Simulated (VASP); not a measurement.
# B27N26O (a cell with a defect) in VASP: single point with PBE

Aim: the single point of B27N26O (a cell with a defect) with PBE.

Everything below comes from runs of VASP 6.6.1. Logs are shortened: lines on timing, memory, paths and dates and some standing lists are left out, and cuts for length are marked.

## (1) The cell of the first run

The cell holds a defect, 54 atoms: a = 7.669 Å, b = 7.669 Å, c = 7.669 Å, α = 60.00°, β = 60.00°, γ = 60.00°.

## (2) Single point, PBE

File INCAR:

```
SYSTEM = B27N26O
  PREC = Accurate
  ENCUT = 520
  EDIFF = 1E-6
  ISMEAR = -1
  SIGMA = 0.01
  LREAL = Auto
  LASPH = .TRUE.
  NELM = 80
  ALGO = Normal
  ISIF = 2
  LWAVE = .FALSE.
  LCHARG = .FALSE.
  GGA = PE
  NBANDS = 142
  NELECT = 216.0
```

File KPOINTS:

```
Automatic mesh
0
G
  3 3 3
  0 0 0
```

File POSCAR:

```
B27N26O
1.0
    0.0000000000      5.4225000000      5.4225000000
    5.4225000000      0.0000000000      5.4225000000
    5.4225000000      5.4225000000      0.0000000000
B O N
27 1 26
Direct
   -0.0042204953     -0.0042204953     -0.0042204953
   -0.0042204953     -0.0042204953      0.3459948192
   -0.0006644337     -0.0006644337      0.6673311003
   -0.0042204953      0.3459948192     -0.0042204953
   -0.0011887030      0.3340576913      0.3340576913
   -0.0011887030      0.3340576913      0.6664066537
   -0.0006644337      0.6673311003     -0.0006644337
   -0.0011887030      0.6664066537      0.3340576913
   -0.0006644337      0.6673311003      0.6673311003
    0.3459948192     -0.0042204953     -0.0042204953
    0.3340576913     -0.0011887030      0.3340576913
    0.3340576913     -0.0011887030      0.6664066537
    0.3340576913      0.3340576913     -0.0011887030
    0.3333333333      0.3333333333      0.3333333333
    0.3340576913      0.3340576913      0.6664066537
    0.3340576913      0.6664066537     -0.0011887030
    0.3340576913      0.6664066537      0.3340576913
    0.3337817875      0.6665171819      0.6665171819
    0.6673311003     -0.0006644337     -0.0006644337
    0.6664066537     -0.0011887030      0.3340576913
    0.6673311003     -0.0006644337      0.6673311003
    0.6664066537      0.3340576913     -0.0011887030
    0.6664066537      0.3340576913      0.3340576913
    0.6665171819      0.3337817875      0.6665171819
    0.6673311003      0.6673311003     -0.0006644337
    0.6665171819      0.6665171819      0.3337817875
    0.6665171819      0.6665171819      0.6665171819
    0.0833333333      0.0833333333      0.0833333333
    0.0832367785      0.0832367785      0.4159562121
    0.0832367785      0.0832367785      0.7509035643
    0.0832367785      0.4159562121      0.0832367785
    0.0832549587      0.4166927916      0.4166927916
    0.0832367785      0.4159562121      0.7509035643
    0.0832367785      0.7509035643      0.0832367785
    0.0832367785      0.7509035643      0.4159562121
    0.0832488454      0.7500281626      0.7500281626
    0.4159562121      0.0832367785      0.0832367785
    0.4166927916      0.0832549587      0.4166927916
    0.4159562121      0.0832367785      0.7509035643
    0.4166927916      0.4166927916      0.0832549587
    0.4166927916      0.4166927916      0.4166927916
    0.4167493835      0.4167493835      0.7499172831
    0.4159562121      0.7509035643      0.0832367785
    0.4167493835      0.7499172831      0.4167493835
    0.4167493835      0.7499172831      0.7499172831
    0.7509035643      0.0832367785      0.0832367785
    0.7509035643      0.0832367785      0.4159562121
    0.7500281626      0.0832488454      0.7500281626
    0.7509035643      0.4159562121      0.0832367785
    0.7499172831      0.4167493835      0.4167493835
    0.7499172831      0.4167493835      0.7499172831
    0.7500281626      0.7500281626      0.0832488454
    0.7499172831      0.7499172831      0.4167493835
    0.7500281626      0.7500281626      0.7500281626
```

Potentials or basis: VASP PAW PBE potentials, release 64 (B, O, N).

Run with:

```console
> cat potpaw_PBE.64/B/POTCAR potpaw_PBE.64/O/POTCAR potpaw_PBE.64/N/POTCAR > POTCAR
> mpirun -np 1 vasp_std > vasp.out
```

OUTCAR:

```text
SYSTEM = B27N26O
   PREC = Accurate
   ENCUT = 520
   EDIFF = 1E-6
   ISMEAR = -1
   LREAL = Auto
   LASPH = .TRUE.
   NELM = 80
   ISIF = 2
   GGA = PE
   NELECT = 216.0

 ion  position               nearest neighbor table
   1  0.996  0.996  0.996-  30 1.54  34 1.54  46 1.54  28 1.64
   2  0.996  0.996  0.346-  35 1.54  47 1.54  29 1.54  28 1.64
   3  0.999  0.999  0.667-  36 1.56  48 1.56  29 1.57  30 1.57
   4  0.996  0.346  0.996-  33 1.54  49 1.54  31 1.54  28 1.64
   5  0.999  0.334  0.334-  50 1.56  32 1.56  29 1.57  31 1.57
   6  0.999  0.334  0.666-  51 1.56  32 1.56  30 1.57  33 1.57
[... 46 lines left out ...]
  53  0.750  0.750  0.417-   8 1.56  20 1.56  26 1.56  27 1.56
  54  0.750  0.750  0.750-   9 1.56  21 1.56  25 1.56  27 1.57

  LATTYP: Found a face centered cubic cell.
 ALAT       =    10.8450000000

  Lattice vectors:

 A1 = (   0.0000000000,   5.4225000000,   5.4225000000)
 A2 = (   5.4225000000,   0.0000000000,   5.4225000000)
 A3 = (   5.4225000000,   5.4225000000,   0.0000000000)

Analysis of symmetry for initial positions (statically):
=====================================================================
 Subroutine PRICEL returns:
 Original cell was already a primitive cell.

 Routine SETGRP: Setting up the symmetry group for a
 face centered cubic supercell.

 Subroutine GETGRP returns: Found 24 space group operations
 (whereof  6 operations were pure point group operations)
 out of a pool of 48 trial point group operations.

The static configuration has the point symmetry C_3v.
 The point group associated with its full space group is T_d .

Analysis of symmetry for dynamics (positions and initial velocities):
=====================================================================
 Subroutine PRICEL returns:
 Original cell was already a primitive cell.

 Routine SETGRP: Setting up the symmetry group for a
 face centered cubic supercell.

 Subroutine GETGRP returns: Found 24 space group operations
 (whereof  6 operations were pure point group operations)
 out of a pool of 48 trial point group operations.

The dynamic configuration has the point symmetry C_3v.
 The point group associated with its full space group is T_d .

 Subroutine INISYM returns: Found 24 space group operations
 (whereof  6 operations are pure point group operations),
 and found     1 'primitive' translations

----------------------------------------------------------------------------------------

                                     Primitive cell

  volume of cell :     318.8810

  direct lattice vectors                    reciprocal lattice vectors
     0.000000000  5.422500000  5.422500000    -0.092208391  0.092208391  0.092208391
     5.422500000  0.000000000  5.422500000     0.092208391 -0.092208391  0.092208391
     5.422500000  5.422500000  0.000000000     0.092208391  0.092208391 -0.092208391

  length of vectors
     7.668573042  7.668573042  7.668573042     0.159709618  0.159709618  0.159709618

  position of ions in fractional coordinates (direct lattice)
     0.995779505  0.995779505  0.995779505
     0.995779505  0.995779505  0.345994819
     0.999335566  0.999335566  0.667331100
     0.995779505  0.345994819  0.995779505
     0.998811297  0.334057691  0.334057691
     0.998811297  0.334057691  0.666406654
[... 46 lines left out ...]
     0.749917283  0.749917283  0.416749383
     0.750028163  0.750028163  0.750028163

  ion indices of the primitive-cell ions
   primitive index   ion index
                 1           1
                 2           2
                 3           3
                 4           4
                 5           5
                 6           6
[... 46 lines left out ...]
                53          53
                54          54

----------------------------------------------------------------------------------------

 KPOINTS: Automatic mesh

Automatic generation of k-mesh.
 Grid dimensions read from file:
 generate k-points for:    3    3    3

 Generating k-lattice:

  Cartesian coordinates                     Fractional coordinates (reciprocal lattice)
    -0.030736130  0.030736130  0.030736130     0.333333333  0.000000000  0.000000000
     0.030736130 -0.030736130  0.030736130     0.000000000  0.333333333  0.000000000
     0.030736130  0.030736130 -0.030736130     0.000000000  0.000000000  0.333333333

  Length of vectors
     0.053236539  0.053236539  0.053236539

  Shift w.r.t. Gamma in fractional coordinates (k-lattice)
     0.000000000  0.000000000  0.000000000

 Subroutine IBZKPT returns following result:
 ===========================================

 Found      4 irreducible k-points:

 Following reciprocal coordinates:
            Coordinates               Weight
  0.000000  0.000000  0.000000      1.000000
  0.333333  0.000000  0.000000      8.000000
  0.333333  0.333333  0.000000      6.000000
 -0.333333  0.333333  0.000000     12.000000
   k-points           NKPTS =      4   k-points in BZ     NKDIM =      4   number of bands    NBANDS=    142
   number of dos      NEDOS =    301   number of ions     NIONS =     54
   total plane-waves  NPLWV = 216000
   dimension x,y,z NGX =    60 NGY =   60 NGZ =   60
   dimension x,y,z NGXF=   120 NGYF=  120 NGZF=  120
   ions per type =              27   1  26
   NGX,Y,Z   is equivalent  to a cutoff of  13.01, 13.01, 13.01 a.u.
   NGXF,Y,Z  is equivalent  to a cutoff of  26.01, 26.01, 26.01 a.u.
 SYSTEM =  B27N26O
   PREC   = accura    normal or accurate (medium, high low for compatibility)
   ISTART =      0    job   : 0-new  1-cont  2-samecut
   ICHARG =      2    charge: 1-file 2-atom 10-const
   ISPIN  =      1    spin polarized calculation?
   LNONCOLLINEAR =      F non collinear calculations
   LSORBIT =      F    spin-orbit coupling
   LASPH  =      T    aspherical Exc in radial PAW
   ENCUT  =  520.0 eV  38.22 Ry    6.18 a.u.  14.26 14.26 14.26*2*pi/ulx,y,z
   NELM   =     80;   NELMIN=  2; NELMDL= -5     # of ELM steps
   EDIFF  = 0.1E-05   stopping-criterion for ELM
   LREAL  =      T    real-space projection
   EDIFFG = 0.1E-04   stopping-criterion for IOM
   NSW    =      0    number of steps for IOM
   IBRION =     -1    ionic relax: 0-MD 1-quasi-New 2-CG
   NFREE  =      0    steps in history (QN), initial steepest desc. (CG)
   ISIF   =      2    stress and relaxation
   ISYM   =      2    0-nonsym 1-usesym 2-fastsym
   POTIM  = 0.5000    time-step for ionic-motion
   TEBEG  =    0.0;   TEEND  =   0.0 temperature during run
   PSTRESS=    0.0 pullay stress
   NELECT =     216.0000    total number of electrons
   NUPDOWN=      -1.0000    fix difference up-down
   EMIN   =  10.00;   EMAX   =-10.00  energy-range for DOS
   EFERMI =   0.00;   METHOD = LEGACY
   ISMEAR =    -1;   SIGMA  =   0.01  broadening in eV -4-tet -1-fermi 0-gaus
   EFERMI_NEDOS =   21; number of points for ismear=-14 and -15
   IALGO  =     38    algorithm
   IMIX   =      4    mixing-type and parameters
     AMIX     =   0.40;   BMIX     =  1.00
     AMIX_MAG =   1.60;   BMIX_MAG =  1.00
  volume/ion in A,a.u.               =       5.91        39.85
  Fermi-wavevector in a.u.,A,eV,Ry     =   1.437749  2.716952 28.124920  2.067123
  Thomas-Fermi vector in A             =   2.556793
   LORBIT       =      0    0 simple, 1 ext, 2 COOP (PROOUT), +10 PAW based schemes
   GGA     = PE    functional components
   LHFCALC =     F    Hartree Fock is set to
   AEXX    =    0.0000 exact exchange contribution
   IVDW    =     0    specifies the selected vdW correction
   LEPSILON=     F    determine dielectric tensor
   LRPA    =     F    only Hartree local field effects (RPA)
 non-spin polarized calculation
  energy-cutoff  :      520.00
  volume of cell :      318.88
 maximum number of plane-waves:      8616
 NGX is ok and might be reduce to    60
   NGX = 29   NGY = 29   NGZ = 29

 number of electron     215.9999968 magnetization

 Free energy of the ion-electron system (eV)
  ---------------------------------------------------
  ext. energy  EPLUGINS =         0.00000000
  ---------------------------------------------------
  free energy    TOTEN  =      -477.69184890 eV

  energy without entropy =     -477.69184890  energy(sigma->0) =     -477.69184890

 E-fermi :   7.5476     XC(G=0): -12.7930

 val. band max:        7.3227849443   @ k =   0.0000   0.0000   0.0000
 cond. band min:      11.8267374100   @ k =   0.3333   0.3333   0.0000
 fundamental gap:      4.5039524658
 Fermi energy:         7.5475797597

 k-point     1 :       0.0000    0.0000    0.0000
  band No.  band energies     occupation
      1     -14.3756      2.00000
      2     -12.4601      2.00000
      3     -10.3386      2.00000
      4     -10.3386      2.00000
      5     -10.3386      2.00000
      6     -10.2861      2.00000
[... 112 lines left out ...]
    119      15.2400      0.00000
    120      15.2400      0.00000

 k-point     2 :       0.3333    0.0000    0.0000
  band No.  band energies     occupation
      1     -14.3527      2.00000
      2     -12.2694      2.00000
      3     -11.4725      2.00000
      4     -10.5650      2.00000
      5     -10.5650      2.00000
      6     -10.3253      2.00000
[... 112 lines left out ...]
    119      15.8382      0.00000
    120      15.8382      0.00000

 k-point     3 :       0.3333    0.3333    0.0000
  band No.  band energies     occupation
      1     -14.3460      2.00000
      2     -12.1909      2.00000
      3     -11.1624      2.00000
      4     -11.0013      2.00000
      5     -11.0013      2.00000
      6     -10.9454      2.00000
[... 112 lines left out ...]
    119      15.4551      0.00000
    120      15.6183      0.00000

 k-point     4 :      -0.3333    0.3333    0.0000
  band No.  band energies     occupation
      1     -14.3385      2.00000
      2     -11.9175      2.00000
      3     -11.7240      2.00000
      4     -11.3669      2.00000
      5     -10.9052      2.00000
      6     -10.5770      2.00000
[... 112 lines left out ...]
    119      15.7474      0.00000
    120      15.8778      0.00000
 [bands above 120 left out]

------------------------ aborting loop because EDIFF is reached ----------------------------------------

  FORCE on cell =-STRESS in cart. coord.  units (eV):
  Direction    XX          YY          ZZ          XY          YZ          ZX
  --------------------------------------------------------------------------------------
  -------------------------------------------------------------------------------------
  Total       -4.8952482     -4.8952482     -4.8952482     -0.0000000     -0.0000000     -0.0000000
  in kB      -24.5955546    -24.5955546    -24.5955546     -0.0000000     -0.0000000     -0.0000000
  external PRESSURE =     -24.5955546 kB  Pullay stress =       0.0000000 kB

 VOLUME and BASIS-vectors are now :
 -----------------------------------------------------------------------------
  energy-cutoff  :      520.00
  volume of cell :      318.88
      direct lattice vectors                 reciprocal lattice vectors
     0.000000000  5.422500000  5.422500000    -0.092208391  0.092208391  0.092208391
     5.422500000  0.000000000  5.422500000     0.092208391 -0.092208391  0.092208391
     5.422500000  5.422500000  0.000000000     0.092208391  0.092208391 -0.092208391

 POSITION                                       TOTAL-FORCE (eV/Angst)
 -----------------------------------------------------------------------------------
     10.79923     10.79923     10.79923         0.004608      0.004608      0.004608
      7.27577      7.27577     10.79923        -0.004608     -0.004608      0.004608
      9.03750      9.03750     10.83779         0.000000     -0.000000     -0.000064
      7.27577     10.79923      7.27577        -0.004608      0.004608     -0.004608
      3.62286      7.22748      7.22748        -0.006080     -0.000558     -0.000558
      5.42502      9.02964      7.22748         0.000558      0.006080     -0.000558
[... 46 lines left out ...]
      6.32625      6.32625      8.13285         0.000000     -0.000000      0.002144
      8.13406      8.13406      8.13406         0.000424      0.000424      0.000424
 -----------------------------------------------------------------------------------
    total drift:                               -0.000004     -0.000004     -0.000003

  FREE ENERGIE OF THE ION-ELECTRON SYSTEM (eV)
  ---------------------------------------------------
  free  energy   TOTEN  =      -477.6918489000 eV

  energy  without entropy=     -477.6918489000  energy(sigma->0) =     -477.69184890
```

Wall time 12 min (1 thread of Intel Xeon Platinum 8259CL at 2.50GHz (Skylake/Cascade Lake), shared host); peak memory 0.54 GiB.

What came out:

| Quantity | Value |
| --- | --- |
| Free energy | -477.6918 eV |
| Largest force | 0.008 eV/Å |

Forces on the atoms (eV/Å):
```
B    0.005  0.005  0.005
B   -0.005 -0.005  0.005
B    0.000  0.000  0.000
B   -0.005  0.005 -0.005
B   -0.006 -0.001 -0.001
B    0.001  0.006 -0.001
B    0.000  0.000  0.000
B    0.001 -0.001  0.006
B    0.000  0.000  0.000
B    0.005 -0.005 -0.005
B   -0.001 -0.006 -0.001
B    0.006  0.001 -0.001
B   -0.001 -0.001 -0.006
B    0.000  0.000  0.000
B    0.001  0.001 -0.006
B    0.006 -0.001  0.001
B    0.001 -0.006  0.001
B    0.004 -0.004 -0.004
B    0.000  0.000  0.000
B   -0.001  0.001  0.006
B    0.000  0.000  0.000
B   -0.001  0.006  0.001
B   -0.006  0.001  0.001
B   -0.004  0.004 -0.004
B    0.000  0.000  0.000
B   -0.004 -0.004  0.004
B    0.004  0.004  0.004
O    0.000  0.000  0.000
N    0.003  0.003 -0.003
N   -0.003 -0.003 -0.003
N    0.003 -0.003  0.003
N    0.003 -0.003 -0.003
N    0.003 -0.003  0.003
N   -0.003 -0.003 -0.003
N    0.003  0.003 -0.003
N    0.000  0.000  0.000
N   -0.003  0.003  0.003
N   -0.003  0.003 -0.003
N   -0.003  0.003  0.003
N   -0.003 -0.003  0.003
N    0.003  0.003  0.003
N    0.000  0.000 -0.002
N   -0.003  0.003  0.003
N    0.000 -0.002  0.000
N    0.002  0.000  0.000
N   -0.003 -0.003 -0.003
N    0.003  0.003 -0.003
N    0.000  0.000  0.000
N    0.003 -0.003  0.003
N   -0.002  0.000  0.000
N    0.000  0.002  0.000
N    0.000  0.000  0.000
N    0.000  0.000  0.002
N    0.000  0.000  0.000
```

Caveat: the cell carries a net charge on a neutralising background, which shifts energy and pressure; the cell is charged against a uniform background, so pressure and absolute levels hang on convention.
